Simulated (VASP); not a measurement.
Cu: single point with PBE

Crystal: Cu.

```
CELL_PARAMETERS angstrom
0.00000 1.76950 1.76950
1.76950 0.00000 1.76950
1.76950 1.76950 0.00000
ATOMIC_POSITIONS crystal
Cu 0.00000 0.00000 0.00000
```

This cell differs from its parent crystal: strain -0.025 along x and y, -0.025 along z.

```json
{
 "Program": "VASP 6.6.1",
 "Task": "single point",
 "Functional": "PBE",
 "Potentials or basis": "VASP PAW PBE potentials, release 64 (Cu)",
 "Cutoff": "520 eV",
 "k mesh": "28 × 28 × 28",
 "Occupations": "gaussian, width 0.15 eV",
 "Spin": "no spin polarisation"
}
```

| Quantity | Value |
| --- | --- |
| Pressure | 13.5 GPa |

Levels at points of the mesh, in eV from the Fermi level:
```csv
k point,band 4,band 5,band 6,band 7,band 8,band 9
"(0.00, 0.00, 0.00)",-3.26,-2.35,-2.35,23.08,26.22,26.22
"(0.50, 0.00, 0.00)",-1.72,-1.72,-1.22,4.06,21.54,23.06
"(0.50, 0.50, 0.00)",-1.57,-1.57,1.42,7.54,13.56,13.56
```

It took 47 s on 1 thread of Intel(R) Xeon(R) Platinum 8488C (Sapphire Rapids), on a shared host, peak memory 0.19 GiB.

Caveat: the cell differs from its parent crystal (strain -0.025 along x and y, -0.025 along z).
